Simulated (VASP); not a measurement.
The system is CuO.

```
CELL_PARAMETERS angstrom
0.00000 2.19042 2.19042
2.19042 0.00000 2.19042
2.19042 2.19042 0.00000
ATOMIC_POSITIONS crystal
Cu 0.00000 0.00000 0.00000
O 0.50000 0.50000 0.50000
```

* Program: VASP 6.6.1
* Task: relaxation of cell and atoms
* Functional: PBE
* Potentials or basis: VASP PAW PBE potentials, release 64 (Cu, O)
* Cutoff: 600 eV
* k mesh: 8 × 8 × 8
* Occupations: gaussian, width 0.1 eV
* Spin: collinear spin, ferromagnetic start
* Starting moments: [0.47, 0.4] μB
* Hubbard terms: Cu d U = 4.0 eV

At the start: pressure -13.3 GPa; volume 10.51 Å³/atom.

Task: How do energy, volume and symmetry change on relaxing?

Result: Over 3 steps the energy falls by 46.0 meV/atom and the volume is 9.50 Å³/atom (-9.6 %); space group Fm-3m (No. 225, to 0.1 Å) before and after; moment 0.99 μB per cell.

Step by step:
```
step  energy change (eV)  largest force (eV/Å)  pressure (GPa)  volume (Å³)
   1              0.0000                0.0000          -13.26        21.02
   2             -0.0839                0.0000            5.12        18.48
   3             -0.0921                0.0000            0.02        19.01
```

Final structure:
```cif
data_structure
_symmetry_space_group_name_H-M 'P 1'
_symmetry_Int_Tables_number 1
_cell_length_a 2.9955
_cell_length_b 2.9955
_cell_length_c 2.9955
_cell_angle_alpha 60.000
_cell_angle_beta 60.000
_cell_angle_gamma 60.000
_cell_volume 19.01
loop_
_atom_site_label
_atom_site_type_symbol
_atom_site_fract_x
_atom_site_fract_y
_atom_site_fract_z
_atom_site_occupancy
Cu1 Cu 0.00000 0.00000 0.00000 1
O1 O 0.50000 0.50000 0.50000 1
```

Caveat: a cell with one magnetic atom can't hold antiferromagnetic order, which such compounds often take.
